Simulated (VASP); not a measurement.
# MoN2 (P4/mbm) in VASP: a series of runs

MoN2 is run at these levels: PBEsol, r2SCAN; tasks: relaxation of cell and atoms.

Program: VASP 6.6.1. These are calculated values, not measurements. Logs are shortened: lines on timing, memory, paths and dates and some standing lists are left out, and cuts for length are marked.

## (1) The cell of the first run

Symmetry: P4/mbm, No. 127, tetragonal system. Conventional cell: a = 4.348 Å, b = 4.348 Å, c = 2.767 Å, α = 90.00°, β = 90.00°, γ = 90.00°. Mo (site symmetry 4/m) has 16 N at 2.24 to 3.04 Å and 6 Mo at 2.77 to 3.07 Å within 3.1 Å. Within 1.8 Å of N (site symmetry m2m) lie 1 N at 1.37 Å.

## (2) Relaxation of cell and atoms, PBEsol

INCAR reads:

```
ALGO = Normal ; EDIFF = 1E-6
EDIFFG = -0.01 ; ENCUT = 600
GGA = PS ; IBRION = 2
ISIF = 3 ; ISMEAR = -1
LASPH = T ; LCHARG = F
LREAL = F ; LWAVE = F
NELM = 80 ; NSW = 60
PREC = Accurate ; SIGMA = 0.05
```

KPOINTS reads:

```
k-points
0
Gamma
  6 6 10
```

POSCAR reads:

```
MoN2
1.0
    4.3480530000      0.0000000000      0.0000000000
    0.0000000000      4.3480530000      0.0000000000
    0.0000000000      0.0000000000      2.7674600000
Mo N
2 4
Direct
    0.0000000000      0.0000000000      0.0000000000
    0.5000000000      0.5000000000      0.0000000000
    0.6116470000      0.8883530000      0.5000000000
    0.3883530000      0.1116470000      0.5000000000
    0.1116470000      0.6116470000      0.5000000000
    0.8883530000      0.3883530000      0.5000000000
```

Potentials or basis: VASP PAW PBE potentials, release 64 (Mo_sv, N).

Started as:

```console
$ cat potpaw_PBE.64/Mo_sv/POTCAR potpaw_PBE.64/N/POTCAR > POTCAR
$ mpirun -np 1 vasp_std > vasp.out
```

OUTCAR:

```text
EDIFF = 1E-6
   EDIFFG = -0.01
   ENCUT = 600
   GGA = PS
   IBRION = 2
   ISIF = 3
   ISMEAR = -1
   LASPH = T
   LREAL = F
   NELM = 80
   NSW = 60
   PREC = Accurate

 ion  position               nearest neighbor table
   1  0.000  0.000  0.000-   3 2.24   4 2.24   5 2.24   6 2.24   3 2.24   4 2.24   5 2.24   6 2.24
                             2 3.07   2 3.07   2 3.07   2 3.07
   2  0.500  0.500  0.000-   3 2.24   4 2.24   5 2.24   6 2.24   3 2.24   4 2.24   5 2.24   6 2.24
                             1 3.07   1 3.07   1 3.07   1 3.07
   3  0.612  0.888  0.500-   4 1.37   2 2.24   1 2.24   1 2.24   2 2.24
   4  0.388  0.112  0.500-   3 1.37   2 2.24   1 2.24   1 2.24   2 2.24
   5  0.112  0.612  0.500-   6 1.37   2 2.24   1 2.24   1 2.24   2 2.24
   6  0.888  0.388  0.500-   5 1.37   2 2.24   1 2.24   1 2.24   2 2.24

  LATTYP: Found a simple tetragonal cell.
 ALAT       =     4.3480530000
 C/A-ratio  =     0.6364825820

  Lattice vectors:

 A1 = (   4.3480530000,   0.0000000000,   0.0000000000)
 A2 = (   0.0000000000,   4.3480530000,   0.0000000000)
 A3 = (   0.0000000000,   0.0000000000,   2.7674600000)

Analysis of symmetry for initial positions (statically):
=====================================================================
 Subroutine PRICEL returns:
 Original cell was already a primitive cell.

 Routine SETGRP: Setting up the symmetry group for a
 simple tetragonal supercell.

 Subroutine GETGRP returns: Found 16 space group operations
 (whereof  8 operations were pure point group operations)
 out of a pool of 16 trial point group operations.

The static configuration has the point symmetry C_4h.
 The point group associated with its full space group is D_4h.

Analysis of symmetry for dynamics (positions and initial velocities):
=====================================================================
 Subroutine PRICEL returns:
 Original cell was already a primitive cell.

 Routine SETGRP: Setting up the symmetry group for a
 simple tetragonal supercell.

 Subroutine GETGRP returns: Found 16 space group operations
 (whereof  8 operations were pure point group operations)
 out of a pool of 16 trial point group operations.

The dynamic configuration has the point symmetry C_4h.
 The point group associated with its full space group is D_4h.

 Subroutine INISYM returns: Found 16 space group operations
 (whereof  8 operations are pure point group operations),
 and found     1 'primitive' translations

----------------------------------------------------------------------------------------

                                     Primitive cell

  volume of cell :      52.3204

  direct lattice vectors                    reciprocal lattice vectors
     4.348053000  0.000000000  0.000000000     0.229987997  0.000000000  0.000000000
     0.000000000  4.348053000  0.000000000     0.000000000  0.229987997  0.000000000
     0.000000000  0.000000000  2.767460000     0.000000000  0.000000000  0.361342169

  length of vectors
     4.348053000  4.348053000  2.767460000     0.229987997  0.229987997  0.361342169

  position of ions in fractional coordinates (direct lattice)
     0.000000000  0.000000000  0.000000000
     0.500000000  0.500000000  0.000000000
     0.611647000  0.888353000  0.500000000
     0.388353000  0.111647000  0.500000000
     0.111647000  0.611647000  0.500000000
     0.888353000  0.388353000  0.500000000

  ion indices of the primitive-cell ions
   primitive index   ion index
                 1           1
                 2           2
                 3           3
                 4           4
                 5           5
                 6           6

----------------------------------------------------------------------------------------

 KPOINTS: k-points

Automatic generation of k-mesh.
 Grid dimensions read from file:
 generate k-points for:    6    6   10

 Generating k-lattice:

  Cartesian coordinates                     Fractional coordinates (reciprocal lattice)
     0.038331333  0.000000000  0.000000000     0.166666667  0.000000000  0.000000000
     0.000000000  0.038331333  0.000000000     0.000000000  0.166666667  0.000000000
     0.000000000  0.000000000  0.036134217     0.000000000  0.000000000  0.100000000

  Length of vectors
     0.038331333  0.038331333  0.036134217

  Shift w.r.t. Gamma in fractional coordinates (k-lattice)
     0.000000000  0.000000000  0.000000000

 Subroutine IBZKPT returns following result:
 ===========================================

 Found     60 irreducible k-points:

 Following reciprocal coordinates:
            Coordinates               Weight
  0.000000  0.000000  0.000000      1.000000
  0.166667  0.000000  0.000000      4.000000
  0.333333  0.000000  0.000000      4.000000
  0.500000  0.000000  0.000000      2.000000
  0.166667  0.166667  0.000000      4.000000
  0.333333  0.166667  0.000000      8.000000
[... 16 lines left out ...]
  0.333333  0.000000  0.200000      8.000000
  0.500000  0.000000  0.200000      4.000000
 [... further k-points ...]
   k-points           NKPTS =     60   k-points in BZ     NKDIM =     60   number of bands    NBANDS=     28
   number of dos      NEDOS =    301   number of ions     NIONS =      6
   total plane-waves  NPLWV =  31104
   dimension x,y,z NGX =    36 NGY =   36 NGZ =   24
   dimension x,y,z NGXF=    72 NGYF=   72 NGZF=   48
   ions per type =               2   4
   NGX,Y,Z   is equivalent  to a cutoff of  13.76, 13.76, 14.42 a.u.
   NGXF,Y,Z  is equivalent  to a cutoff of  27.53, 27.53, 28.83 a.u.
 SYSTEM =  unknown system
   PREC   = accura    normal or accurate (medium, high low for compatibility)
   ISTART =      0    job   : 0-new  1-cont  2-samecut
   ICHARG =      2    charge: 1-file 2-atom 10-const
   ISPIN  =      1    spin polarized calculation?
   LNONCOLLINEAR =      F non collinear calculations
   LSORBIT =      F    spin-orbit coupling
   LASPH  =      T    aspherical Exc in radial PAW
   ENCUT  =  600.0 eV  44.10 Ry    6.64 a.u.   8.68  8.68  5.53*2*pi/ulx,y,z
   NELM   =     80;   NELMIN=  2; NELMDL= -5     # of ELM steps
   EDIFF  = 0.1E-05   stopping-criterion for ELM
   LREAL  =      F    real-space projection
   EDIFFG = -.1E-01   stopping-criterion for IOM
   NSW    =     60    number of steps for IOM
   IBRION =      2    ionic relax: 0-MD 1-quasi-New 2-CG
   NFREE  =      1    steps in history (QN), initial steepest desc. (CG)
   ISIF   =      3    stress and relaxation
   ISYM   =      2    0-nonsym 1-usesym 2-fastsym
   POTIM  = 0.5000    time-step for ionic-motion
   TEBEG  =    0.0;   TEEND  =   0.0 temperature during run
   PSTRESS=    0.0 pullay stress
   NELECT =      48.0000    total number of electrons
   NUPDOWN=      -1.0000    fix difference up-down
   EMIN   =  10.00;   EMAX   =-10.00  energy-range for DOS
   EFERMI =   0.00;   METHOD = LEGACY
   ISMEAR =    -1;   SIGMA  =   0.05  broadening in eV -4-tet -1-fermi 0-gaus
   EFERMI_NEDOS =   21; number of points for ismear=-14 and -15
   IALGO  =     38    algorithm
   IMIX   =      4    mixing-type and parameters
     AMIX     =   0.40;   BMIX     =  1.00
     AMIX_MAG =   1.60;   BMIX_MAG =  1.00
  volume/ion in A,a.u.               =       8.72        58.85
  Fermi-wavevector in a.u.,A,eV,Ry     =   1.590736  3.006056 34.428761  2.530443
  Thomas-Fermi vector in A             =   2.689385
   LORBIT       =      0    0 simple, 1 ext, 2 COOP (PROOUT), +10 PAW based schemes
   GGA     = PS    functional components
   LHFCALC =     F    Hartree Fock is set to
   AEXX    =    0.0000 exact exchange contribution
   IVDW    =     0    specifies the selected vdW correction
   LEPSILON=     F    determine dielectric tensor
   LRPA    =     F    only Hartree local field effects (RPA)
 conjugate gradient relaxation of ions
 non-spin polarized calculation
  energy-cutoff  :      600.00
  volume of cell :       52.32
 maximum number of plane-waves:      1779
 NGX is ok and might be reduce to    36
   NGX = 17   NGY = 17   NGZ = 11

--------------------------------------- Ionic step        1  -------------------------------------------

 number of electron      47.9999993 magnetization

 Free energy of the ion-electron system (eV)
  ---------------------------------------------------
  ext. energy  EPLUGINS =         0.00000000
  ---------------------------------------------------
  free energy    TOTEN  =       -58.69674444 eV

  energy without entropy =      -58.67698318  energy(sigma->0) =      -58.68686381

------------------------ aborting loop because EDIFF is reached ----------------------------------------

  FORCE on cell =-STRESS in cart. coord.  units (eV):
  Direction    XX          YY          ZZ          XY          YZ          ZX
  --------------------------------------------------------------------------------------
  -------------------------------------------------------------------------------------
  Total       -4.3280066     -4.3280066     -4.8921651      0.0000000      0.0000000      0.0000000
  in kB     -132.5340554   -132.5340554   -149.8099547      0.0000000      0.0000000      0.0000000
  external PRESSURE =    -138.2926885 kB  Pullay stress =       0.0000000 kB
[... 225 lines left out ...]
  energy  without entropy=      -58.7780170404  energy(sigma->0) =      -58.78734055

--------------------------------------- Ionic step        7  -------------------------------------------

 number of electron      48.0000004 magnetization

 Free energy of the ion-electron system (eV)
  ---------------------------------------------------
  ext. energy  EPLUGINS =         0.00000000
  ---------------------------------------------------
  free energy    TOTEN  =       -58.79667957 eV

  energy without entropy =      -58.77803014  energy(sigma->0) =      -58.78735485

 E-fermi :  12.6493     XC(G=0): -14.1018

 val. band max:       12.6479605399   @ k =   0.1667   0.0000   0.3000
 cond. band min:      12.6549860954   @ k =   0.3333   0.0000   0.4000
 fundamental gap:      0.0070255555
 Fermi energy:        12.6492828454

 k-point     1 :       0.0000    0.0000    0.0000
  band No.  band energies     occupation
      1     -49.3224      2.00000
      2     -49.2505      2.00000
      3     -23.5841      2.00000
      4     -23.5841      2.00000
      5     -23.1934      2.00000
      6     -23.1934      2.00000
[... 733 lines left out ...]
     27      14.7026      0.00000
     28      14.7026      0.00000

 [... further k-points ...]

------------------------ aborting loop because EDIFF is reached ----------------------------------------

  FORCE on cell =-STRESS in cart. coord.  units (eV):
  Direction    XX          YY          ZZ          XY          YZ          ZX
  --------------------------------------------------------------------------------------
  -------------------------------------------------------------------------------------
  Total       -0.0199329     -0.0199329     -0.0277441      0.0000000     -0.0000000      0.0000000
  in kB       -0.6363667     -0.6363667     -0.8857448      0.0000000     -0.0000000      0.0000000
  external PRESSURE =      -0.7194927 kB  Pullay stress =       0.0000000 kB
[... 21 lines left out ...]
  FREE ENERGIE OF THE ION-ELECTRON SYSTEM (eV)
  ---------------------------------------------------
  free  energy   TOTEN  =       -58.7966795703 eV

  energy  without entropy=      -58.7780301369  energy(sigma->0) =      -58.78735485

 reached required accuracy - stopping structural energy minimisation
```

Wall time 2.2 min (1 thread of Intel Xeon 6975P-C (Granite Rapids), shared host); peak memory 0.25 GiB.

What came out:

| Item | Value |
| --- | --- |
| Free energy | -58.7967 eV |
| Relaxed volume | 8.36 Å³/atom |
| Relaxed cell | a = 4.291 Å, b = 4.291 Å, c = 2.725 Å, α = 90.00°, β = 90.00°, γ = 90.00° |
| Space group after relaxing (to 0.1 Å) | P4/mbm (No. 127) |
| Energy gained by relaxing | 16.7 meV/atom |
| Ionic steps | 7 |
| Pressure after relaxing | -0.1 GPa |
| Band gap on the k mesh | zero (bands 24 and 25 overlap by 2.16 eV) |

Step by step:
```
step  energy change (eV)  largest force (eV/Å)  pressure (GPa)  volume (Å³)
   1              0.0000                0.1597          -13.83        52.32
   2              0.2081                0.6192           31.23        46.83
   3             -0.0956                0.3521            0.01        50.26
   4             -0.0956                0.3554            0.32        50.22
   5             -0.0901                0.4965           -0.15        50.09
   6             -0.0999                0.0033            0.06        50.17
   7             -0.0999                0.0018           -0.07        50.18
```

Final structure:
```xyz
6
Lattice="4.2911 0.0000 0.0000 0.0000 4.2911 0.0000 0.0000 0.0000 2.7254" Properties=species:S:1:pos:R:3 pbc="T T T"
Mo    0.0000    0.0000    0.0000
Mo    2.1456    2.1456    0.0000
N     2.6309    3.8058    1.3627
N     1.6603    0.4853    1.3627
N     0.4853    2.6309    1.3627
N     3.8058    1.6603    1.3627
```

Caveat: the PAW data sets were made with another functional, which shifts forces and pressure a little.

(Part 1 of 2 ends here.)
